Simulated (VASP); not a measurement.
# NaH (Pmmm) in VASP: further runs, part 2 of 2

VASP 6.6.1. The steps go on from the part before.

### 3 Single point, PBE (strain +0.0450 x Voigt [1, -1, 0, 0, 0, 0])

The input, INCAR:

```
SYSTEM = NaH
PREC = Accurate
ENCUT = 520
EDIFF = 1E-7
ISMEAR = 0
SIGMA = 0.05
LREAL = .False.
LASPH = .True.
NELM = 60
ALGO = Normal
ISIF = 2
LWAVE = .False.
LCHARG = .False.
GGA = PE
NBANDS = 11
```

The input, KPOINTS:

```
regular mesh
0
Gamma
  10 10 10
  0 0 0
```

The input, POSCAR:

```
NaH
1.0
    3.0881045800      0.0000000000      0.0000000000
    0.0000000000      2.8221434200      0.0000000000
    0.0000000000      0.0000000000      2.9551240000
Na H
1 1
Direct
    0.0000000000      0.0000000000      0.0000000000
    0.5000000000      0.5000000000      0.5000000000
```

Potentials or basis: VASP PAW PBE potentials, release 64 (Na_pv, H).

The run is started by

```
cat potpaw_PBE.64/Na_pv/POTCAR potpaw_PBE.64/H/POTCAR > POTCAR
mpirun -np 1 vasp_std > vasp.out
```

OUTCAR:

```text
SYSTEM = NaH
   PREC = Accurate
   ENCUT = 520
   EDIFF = 1E-7
   ISMEAR = 0
   LREAL = .False.
   LASPH = .True.
   NELM = 60
   ISIF = 2
   GGA = PE

 ion  position               nearest neighbor table
   1  0.000  0.000  0.000-
   2  0.500  0.500  0.500-

  LATTYP: Found a simple orthorhombic cell.
 ALAT       =     2.8221434200
 B/A-ratio  =     1.0471204188
 C/A-ratio  =     1.0942408377

  Lattice vectors:

 A1 = (   0.0000000000,   2.8221434200,   0.0000000000)
[... 522 lines left out ...]

------------------------ aborting loop because EDIFF is reached ----------------------------------------

  FORCE on cell =-STRESS in cart. coord.  units (eV):
  Direction    XX          YY          ZZ          XY          YZ          ZX
  --------------------------------------------------------------------------------------
  -------------------------------------------------------------------------------------
  Total       -0.7703669      0.8785647      0.0387918      0.0000000      0.0000000      0.0000000
  in kB      -47.9249223     54.6559603      2.4132587      0.0000000      0.0000000      0.0000000
  external PRESSURE =       3.0480989 kB  Pullay stress =       0.0000000 kB

 VOLUME and BASIS-vectors are now :
 -----------------------------------------------------------------------------
  energy-cutoff  :      520.00
  volume of cell :       25.75
      direct lattice vectors                 reciprocal lattice vectors
     3.088104580  0.000000000  0.000000000     0.323823230  0.000000000  0.000000000
     0.000000000  2.822143420  0.000000000     0.000000000  0.354340603  0.000000000
     0.000000000  0.000000000  2.955124000     0.000000000  0.000000000  0.338395275

 POSITION                                       TOTAL-FORCE (eV/Angst)
 -----------------------------------------------------------------------------------
      0.00000      0.00000      0.00000         0.000000      0.000000      0.000000
      1.54405      1.41107      1.47756         0.000000      0.000000      0.000000
 -----------------------------------------------------------------------------------
    total drift:                                0.000000      0.000000      0.000000

  FREE ENERGIE OF THE ION-ELECTRON SYSTEM (eV)
  ---------------------------------------------------
  free  energy   TOTEN  =        -4.7353163065 eV

  energy  without entropy=       -4.7353163065  energy(sigma->0) =       -4.73531631
```

stdout:

```text
POSCAR found type information on POSCAR NaH
 POSCAR found :  2 types and       2 ions
 scaLAPACK will be used
 LDA part: xc-table for (Slater+PW92), standard interpolation
 POSCAR, INCAR and KPOINTS ok, starting setup
 FFT: planning ... GRIDC
 FFT: planning ... GRID_SOFT
 FFT: planning ... GRID
 WAVECAR not read
 entering main loop
```

It took 17 s on 1 thread of Intel Xeon Platinum 8488C (Sapphire Rapids), shared host; peak memory 0.17 GiB.

Results:

```
Free energy            : -4.7353 eV
Pressure               : 0.3 GPa
Band gap on the k mesh : 0.56 eV (least direct gap 4.28 eV)
```

Levels at points of the mesh, in eV from the valence-band top:
```tsv
k point	band 1	band 2	band 3	band 4	band 5	band 6	band 7	band 8	band 9
(0.00, 0.00, 0.00)	-24.64	-24.64	-24.63	-5.97	8.24	10.47	11.03	11.83	12.44
(0.50, 0.00, 0.00)	-24.77	-24.63	-24.62	-3.72	0.56	11.17	14.22	14.28	15.83
(0.00, 0.50, 0.00)	-24.88	-24.62	-24.62	-3.14	1.43	10.46	13.37	14.07	14.70
(0.50, 0.50, 0.00)	-24.86	-24.73	-24.61	-1.73	4.17	4.37	6.79	14.66	18.23
(0.00, 0.00, 0.50)	-24.82	-24.63	-24.62	-3.45	0.98	10.57	13.13	14.02	16.01
(0.50, 0.00, 0.50)	-24.80	-24.74	-24.61	-2.01	3.81	3.93	6.37	15.74	19.61
(0.00, 0.50, 0.50)	-24.85	-24.78	-24.60	-1.50	4.58	4.66	7.20	13.66	17.37
(0.50, 0.50, 0.50)	-24.83	-24.76	-24.70	0.00	6.69	6.90	7.07	9.01	9.11
```

Caveat: the cell differs from its parent crystal (strain +0.0450 x Voigt [1, -1, 0, 0, 0, 0]).

### 4 Single point, PBE (strain +0.0525 x Voigt [1, -1, 0, 0, 0, 0])

The input, INCAR:

```
SYSTEM = NaH
  PREC = Accurate
  ENCUT = 520
  EDIFF = 1E-6
  ISMEAR = 0
  SIGMA = 0.05
  LREAL = .False.
  LASPH = .True.
  NELM = 80
  ALGO = Normal
  ISIF = 2
  LWAVE = .False.
  LCHARG = .False.
  GGA = PE
  NBANDS = 11
```

The input, KPOINTS:

```
Automatic mesh
0
Gamma
  10 10 10
  0 0 0
```

The input, POSCAR:

```
NaH
1.0
    3.1102680100      0.0000000000      0.0000000000
    0.0000000000      2.7999799900      0.0000000000
    0.0000000000      0.0000000000      2.9551240000
Na H
1 1
Direct
    0.0000000000      0.0000000000      0.0000000000
    0.5000000000      0.5000000000      0.5000000000
```

The run is started by

```
cat potpaw_PBE.64/Na_pv/POTCAR potpaw_PBE.64/H/POTCAR > POTCAR
mpirun -np 1 vasp_std > vasp.out
```

Run time: 16 s. Hardware: 1 thread of Intel Xeon Platinum 8488C (Sapphire Rapids), shared host; peak memory 0.17 GiB.

It converged, with:

| Item | Value |
| --- | --- |
| Free energy | -4.7218 eV |
| Pressure | 0.3 GPa |
| Band gap on the k mesh | 0.48 eV (least direct gap 4.25 eV) |

Stress tensor (GPa, compression positive):
```
-5.63  0.00  0.00
 0.00  6.37  0.00
 0.00  0.00  0.24
```

Levels at points of the mesh, in eV from the valence-band top:
| k point | band 1 | band 2 | band 3 | band 4 | band 5 | band 6 | band 7 | band 8 | band 9 |
| --- | --- | --- | --- | --- | --- | --- | --- | --- | --- |
| (0.00, 0.00, 0.00) | -24.67 | -24.67 | -24.66 | -5.99 | 8.11 | 10.41 | 10.79 | 11.99 | 12.42 |
| (0.50, 0.00, 0.00) | -24.79 | -24.66 | -24.65 | -3.77 | 0.48 | 11.19 | 14.20 | 14.23 | 16.06 |
| (0.00, 0.50, 0.00) | -24.93 | -24.65 | -24.65 | -3.10 | 1.48 | 10.37 | 13.18 | 14.04 | 14.72 |
| (0.50, 0.50, 0.00) | -24.91 | -24.75 | -24.64 | -1.73 | 4.15 | 4.38 | 6.78 | 14.65 | 18.17 |
| (0.00, 0.00, 0.50) | -24.85 | -24.66 | -24.64 | -3.47 | 0.97 | 10.46 | 12.90 | 13.96 | 16.08 |
| (0.50, 0.00, 0.50) | -24.83 | -24.76 | -24.64 | -2.07 | 3.72 | 3.86 | 6.29 | 15.91 | 19.79 |
| (0.00, 0.50, 0.50) | -24.90 | -24.80 | -24.63 | -1.46 | 4.63 | 4.72 | 7.26 | 13.49 | 17.17 |
| (0.50, 0.50, 0.50) | -24.88 | -24.79 | -24.72 | 0.00 | 6.65 | 6.90 | 7.09 | 8.99 | 9.10 |

Caveat: the cell differs from its parent crystal (strain +0.0525 x Voigt [1, -1, 0, 0, 0, 0]). A k mesh can miss the band edges.

### 5 Summary

| cell | gap on the mesh (eV) | pressure (GPa) |
| --- | --- | --- |
| a = 2.778, b = 3.132, c = 2.955 Å, 2 atoms | 0.39 | 0.4 |
| a = 3.088, b = 2.822, c = 2.955 Å, 2 atoms | 0.56 | 0.3 |
| a = 3.110, b = 2.800, c = 2.955 Å, 2 atoms | 0.48 | 0.3 |

Alike in all rows: task single point; level PBE; potentials or basis VASP PAW PBE potentials, release 64 (Na_pv, H); no spin polarisation; k mesh 10 × 10 × 10; cutoff (eV) 520; smearing gaussian 0.05 eV.

Total energies depend on the potentials used, so only differences within one code and one set of settings carry meaning.
